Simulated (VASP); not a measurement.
# K (P6_3/mmc) in VASP: notebook

K is run at these levels: PBE; tasks: single point.

Program: VASP 6.6.1. These are calculated values, not measurements. Logs are shortened: lines on timing, memory, paths and dates and some standing lists are left out, and cuts for length are marked.

## 1. The cell of the first run

The structure is hexagonal, space group P6_3/mmc (No. 194). Conventional cell: a = 3.539 Å, b = 3.539 Å, c = 5.807 Å, α = 90.00°, β = 90.00°, γ = 120.00°. K (site symmetry -6m2) has 12 K at 3.54 to 3.55 Å within 4.7 Å.

## 2. Single point, PBE

Input file INCAR:

```
SYSTEM = K
PREC = Accurate
ENCUT = 520
EDIFF = 1E-7
ISMEAR = -1
SIGMA = 0.1
LREAL = .FALSE.
LASPH = .TRUE.
NELM = 60
ALGO = Normal
ISIF = 2
LWAVE = .FALSE.
LCHARG = .FALSE.
GGA = PE
NBANDS = 16
```

Input file KPOINTS:

```
Automatic mesh
0
G
  12 12 7
  0 0 0
```

Input file POSCAR:

```
K
1.0
    3.5392718739      0.0000000000      0.0000000000
   -1.7696359370      3.0650993537      0.0000000000
    0.0000000000      0.0000000000      5.8065859686
K
2
Direct
    0.3333333333      0.6666666667      0.2500000000
    0.6666666667      0.3333333333      0.7500000000
```

Potentials or basis: VASP PAW PBE potentials, release 64 (K_sv).

On the command line:

```sh
cat potpaw_PBE.64/K_sv/POTCAR > POTCAR
mpirun -np 1 vasp_std > vasp.out
```

OUTCAR:

```text
SYSTEM = K
   PREC = Accurate
   ENCUT = 520
   EDIFF = 1E-7
   ISMEAR = -1
   LREAL = .FALSE.
   LASPH = .TRUE.
   NELM = 60
   ISIF = 2
   GGA = PE

 ion  position               nearest neighbor table
   1  0.333  0.667  0.250-   2 3.55   2 3.55   2 3.55   2 3.55   2 3.55   2 3.55
   2  0.667  0.333  0.750-   1 3.55   1 3.55   1 3.55   1 3.55   1 3.55   1 3.55

  LATTYP: Found a hexagonal cell.
 ALAT       =     3.5392718739
 C/A-ratio  =     1.6406159729

  Lattice vectors:

 A1 = (   3.5392718739,   0.0000000000,   0.0000000000)
 A2 = (  -1.7696359370,   3.0650993537,   0.0000000000)
 A3 = (   0.0000000000,   0.0000000000,   5.8065859686)

Analysis of symmetry for initial positions (statically):
=====================================================================
 Subroutine PRICEL returns:
 Original cell was already a primitive cell.

 Routine SETGRP: Setting up the symmetry group for a
 hexagonal supercell.

 Subroutine GETGRP returns: Found 24 space group operations
 (whereof 12 operations were pure point group operations)
 out of a pool of 24 trial point group operations.

The static configuration has the point symmetry D_3d.
 The point group associated with its full space group is D_6h.

Analysis of symmetry for dynamics (positions and initial velocities):
=====================================================================
 Subroutine PRICEL returns:
 Original cell was already a primitive cell.

 Routine SETGRP: Setting up the symmetry group for a
 hexagonal supercell.

 Subroutine GETGRP returns: Found 24 space group operations
 (whereof 12 operations were pure point group operations)
 out of a pool of 24 trial point group operations.

The dynamic configuration has the point symmetry D_3d.
 The point group associated with its full space group is D_6h.

 Subroutine INISYM returns: Found 24 space group operations
 (whereof 12 operations are pure point group operations),
 and found     1 'primitive' translations

----------------------------------------------------------------------------------------

                                     Primitive cell

  volume of cell :      62.9911

  direct lattice vectors                    reciprocal lattice vectors
     3.539271874  0.000000000  0.000000000     0.282543991  0.163126849  0.000000000
    -1.769635937  3.065099354  0.000000000     0.000000000  0.326253698  0.000000000
     0.000000000  0.000000000  5.806585969     0.000000000  0.000000000  0.172218237

  length of vectors
     3.539271874  3.539271874  5.806585969     0.326253698  0.326253698  0.172218237

  position of ions in fractional coordinates (direct lattice)
     0.333333333  0.666666667  0.250000000
     0.666666667  0.333333333  0.750000000

  ion indices of the primitive-cell ions
   primitive index   ion index
                 1           1
                 2           2

----------------------------------------------------------------------------------------

 KPOINTS: Automatic mesh

Automatic generation of k-mesh.
 Grid dimensions read from file:
 generate k-points for:   12   12    7

 Generating k-lattice:

  Cartesian coordinates                     Fractional coordinates (reciprocal lattice)
     0.023545333  0.013593904  0.000000000     0.083333333  0.000000000  0.000000000
     0.000000000  0.027187808  0.000000000     0.000000000  0.083333333  0.000000000
     0.000000000  0.000000000  0.024602605     0.000000000  0.000000000  0.142857143

  Length of vectors
     0.027187808  0.027187808  0.024602605

  Shift w.r.t. Gamma in fractional coordinates (k-lattice)
     0.000000000  0.000000000  0.000000000

 Subroutine IBZKPT returns following result:
 ===========================================

 Found     76 irreducible k-points:

 Following reciprocal coordinates:
            Coordinates               Weight
  0.000000  0.000000  0.000000      1.000000
  0.083333  0.000000  0.000000      6.000000
  0.166667  0.000000  0.000000      6.000000
  0.250000  0.000000  0.000000      6.000000
  0.333333 -0.000000  0.000000      6.000000
  0.416667 -0.000000  0.000000      6.000000
[... 16 lines left out ...]
  0.250000  0.000000  0.142857     12.000000
  0.333333 -0.000000  0.142857     12.000000
 [... further k-points ...]
   k-points           NKPTS =     76   k-points in BZ     NKDIM =     76   number of bands    NBANDS=     16
   number of dos      NEDOS =    301   number of ions     NIONS =      2
   total plane-waves  NPLWV =  37632
   dimension x,y,z NGX =    28 NGY =   28 NGZ =   48
   dimension x,y,z NGXF=    56 NGYF=   56 NGZF=   96
   ions per type =               2
   NGX,Y,Z   is equivalent  to a cutoff of  13.15, 13.15, 13.74 a.u.
   NGXF,Y,Z  is equivalent  to a cutoff of  26.30, 26.30, 27.49 a.u.
 SYSTEM =  K
   PREC   = accura    normal or accurate (medium, high low for compatibility)
   ISTART =      0    job   : 0-new  1-cont  2-samecut
   ICHARG =      2    charge: 1-file 2-atom 10-const
   ISPIN  =      1    spin polarized calculation?
   LNONCOLLINEAR =      F non collinear calculations
   LSORBIT =      F    spin-orbit coupling
   LASPH  =      T    aspherical Exc in radial PAW
   ENCUT  =  520.0 eV  38.22 Ry    6.18 a.u.   6.58  6.58 10.80*2*pi/ulx,y,z
   NELM   =     60;   NELMIN=  2; NELMDL= -5     # of ELM steps
   EDIFF  = 0.1E-06   stopping-criterion for ELM
   LREAL  =      F    real-space projection
   EDIFFG = 0.1E-05   stopping-criterion for IOM
   NSW    =      0    number of steps for IOM
   IBRION =     -1    ionic relax: 0-MD 1-quasi-New 2-CG
   NFREE  =      0    steps in history (QN), initial steepest desc. (CG)
   ISIF   =      2    stress and relaxation
   ISYM   =      2    0-nonsym 1-usesym 2-fastsym
   POTIM  = 0.5000    time-step for ionic-motion
   TEBEG  =    0.0;   TEEND  =   0.0 temperature during run
   PSTRESS=    0.0 pullay stress
   NELECT =      18.0000    total number of electrons
   NUPDOWN=      -1.0000    fix difference up-down
   EMIN   =  10.00;   EMAX   =-10.00  energy-range for DOS
   EFERMI =   0.00;   METHOD = LEGACY
   ISMEAR =    -1;   SIGMA  =   0.10  broadening in eV -4-tet -1-fermi 0-gaus
   EFERMI_NEDOS =   21; number of points for ismear=-14 and -15
   IALGO  =     38    algorithm
   IMIX   =      4    mixing-type and parameters
     AMIX     =   0.40;   BMIX     =  1.00
     AMIX_MAG =   1.60;   BMIX_MAG =  1.00
  volume/ion in A,a.u.               =      31.50       212.54
  Fermi-wavevector in a.u.,A,eV,Ry     =   1.078299  2.037690 15.819886  1.162729
  Thomas-Fermi vector in A             =   2.214234
   LORBIT       =      0    0 simple, 1 ext, 2 COOP (PROOUT), +10 PAW based schemes
   GGA     = PE    functional components
   LHFCALC =     F    Hartree Fock is set to
   AEXX    =    0.0000 exact exchange contribution
   IVDW    =     0    specifies the selected vdW correction
   LEPSILON=     F    determine dielectric tensor
   LRPA    =     F    only Hartree local field effects (RPA)
 non-spin polarized calculation
  energy-cutoff  :      520.00
  volume of cell :       62.99
 maximum number of plane-waves:      1737
 NGX is ok and might be reduce to    28
   NGX = 13   NGY = 13   NGZ = 21

 number of electron      18.0000000 magnetization

 Free energy of the ion-electron system (eV)
  ---------------------------------------------------
  ext. energy  EPLUGINS =         0.00000000
  ---------------------------------------------------
  free energy    TOTEN  =        -0.16135646 eV

  energy without entropy =       -0.10017782  energy(sigma->0) =       -0.13076714

 E-fermi :   2.9124     XC(G=0):  -8.2074

 val. band max:        2.9122555078   @ k =   0.4167  -0.0000   0.4286
 cond. band min:       2.9218238149   @ k =   0.4167   0.0833   0.0000
 fundamental gap:      0.0095683070
 Fermi energy:         2.9124143724

 k-point     1 :       0.0000    0.0000    0.0000
  band No.  band energies     occupation
      1     -29.4735      2.00000
      2     -29.3354      2.00000
      3     -13.4543      2.00000
      4     -12.6324      2.00000
      5     -12.6324      2.00000
      6     -12.5315      2.00000
[... 8 lines left out ...]
     15       7.9940      0.00000
     16       7.9940      0.00000

 k-point     2 :       0.0833    0.0000    0.0000
  band No.  band energies     occupation
      1     -29.4652      2.00000
      2     -29.3312      2.00000
      3     -13.4326      2.00000
      4     -12.6826      2.00000
      5     -12.6474      2.00000
      6     -12.5810      2.00000
[... 8 lines left out ...]
     15       7.7684      0.00000
     16       8.1379      0.00000

 k-point     3 :       0.1667    0.0000    0.0000
  band No.  band energies     occupation
      1     -29.4421      2.00000
      2     -29.3203      2.00000
      3     -13.3707      2.00000
      4     -12.8207      2.00000
      5     -12.7187      2.00000
      6     -12.6869      2.00000
[... 8 lines left out ...]
     15       7.8703      0.00000
     16       8.0512      0.00000

 k-point     4 :       0.2500    0.0000    0.0000
  band No.  band energies     occupation
      1     -29.4092      2.00000
      2     -29.3063      2.00000
      3     -13.2777      2.00000
      4     -13.0097      2.00000
      5     -12.8930      2.00000
      6     -12.7379      2.00000
[... 8 lines left out ...]
     15       7.7395      0.00000
     16       8.5570      0.00000
[... 324 lines left out ...]
 k-point    22 :       0.1667    0.0000    0.1429
  band No.  band energies     occupation
      1     -29.4361      2.00000
      2     -29.3264      2.00000
      3     -13.3396      2.00000
      4     -12.8120      2.00000
      5     -12.7465      2.00000
      6     -12.6803      2.00000
[... 8 lines left out ...]
     15       7.7395      0.00000
     16       8.2041      0.00000

 k-point    23 :       0.2500    0.0000    0.1429
  band No.  band energies     occupation
      1     -29.4041      2.00000
      2     -29.3115      2.00000
      3     -13.2685      2.00000
      4     -12.9908      2.00000
      5     -12.9116      2.00000
      6     -12.7302      2.00000
[... 8 lines left out ...]
     15       7.7535      0.00000
     16       8.5757      0.00000

 k-point    24 :       0.3333   -0.0000    0.1429
  band No.  band energies     occupation
      1     -29.3699      2.00000
      2     -29.2985      2.00000
      3     -13.2585      2.00000
      4     -13.1194      2.00000
      5     -13.0392      2.00000
      6     -12.7780      2.00000
[... 8 lines left out ...]
     15       7.4822      0.00000
     16       9.2732      0.00000

 [... further k-points ...]
[... 5 lines left out ...]
  --------------------------------------------------------------------------------------
  -------------------------------------------------------------------------------------
  Total        5.5064064      5.5064064      5.5075941     -0.0000000      0.0000000      0.0000000
  in kB      140.0552864    140.0552864    140.0854936     -0.0000000      0.0000000      0.0000000
  external PRESSURE =     140.0653555 kB  Pullay stress =       0.0000000 kB

 VOLUME and BASIS-vectors are now :
 -----------------------------------------------------------------------------
  energy-cutoff  :      520.00
  volume of cell :       62.99
      direct lattice vectors                 reciprocal lattice vectors
     3.539271874  0.000000000  0.000000000     0.282543991  0.163126849  0.000000000
    -1.769635937  3.065099354  0.000000000     0.000000000  0.326253698  0.000000000
     0.000000000  0.000000000  5.806585969     0.000000000  0.000000000  0.172218237

 POSITION                                       TOTAL-FORCE (eV/Angst)
 -----------------------------------------------------------------------------------
     -0.00000      2.04340      1.45165         0.000000     -0.000000      0.000000
      1.76964      1.02170      4.35494        -0.000000      0.000000      0.000000
 -----------------------------------------------------------------------------------
    total drift:                               -0.000000      0.000000     -0.000000

  FREE ENERGIE OF THE ION-ELECTRON SYSTEM (eV)
  ---------------------------------------------------
  free  energy   TOTEN  =        -0.1613564627 eV

  energy  without entropy=       -0.1001778174  energy(sigma->0) =       -0.13076714
```

Run time: 38 s. Hardware: 1 thread of AMD EPYC 9R45 (Zen 5), shared host; peak memory 0.18 GiB.

What came out:

| Item | Value |
| --- | --- |
| Free energy | -0.1614 eV |
| Pressure | 14.0 GPa |
| Band gap on the k mesh | zero (band 9 reaches 3.95 eV, above the bottom of band 10 at 1.29 eV) |

## 3. Single point, PBE

Input file INCAR:

```
  PREC = Accurate
  ENCUT = 520
  EDIFF = 1E-6
  ISMEAR = -1
  SIGMA = 0.1
  LREAL = False
  LASPH = True
  NELM = 60
  ALGO = Normal
  ISIF = 2
  LWAVE = False
  LCHARG = False
  GGA = PE
  NBANDS = 16
```

Input file KPOINTS:

```
Automatic mesh
0
Gamma
  12 12 7
```

POSCAR is that of step 2.

Potentials or basis: VASP PAW PBE potentials, release 64 (K_sv).

On the command line:

```sh
cat potpaw_PBE.64/K_sv/POTCAR > POTCAR
mpirun -np 1 vasp_std > vasp.out
```

Run time: 31 s. Hardware: 1 thread of AMD EPYC 9R45 (Zen 5), shared host; peak memory 0.18 GiB.

The run converged. Its results:

```yaml
Free_energy: -0.1614 eV
Pressure: 14.0 GPa
Band_gap_on_the_k_mesh: zero (band 9 reaches 3.95 eV, above the bottom of band 10 at 1.29 eV)
```

Levels at points of the mesh, in eV from the Fermi level:
```
           k point  band 5  band 6  band 7  band 8  band 9  band 10  band 11  band 12  band 13  band 14
(0.00, 0.00, 0.00)  -15.54  -15.44  -15.44  -15.44   -3.42    -0.08     1.60     4.39     4.39     4.41
(0.50, 0.00, 0.00)  -15.93  -15.75  -15.65  -15.55    0.15     0.41     0.77     1.65     3.20     4.05
```
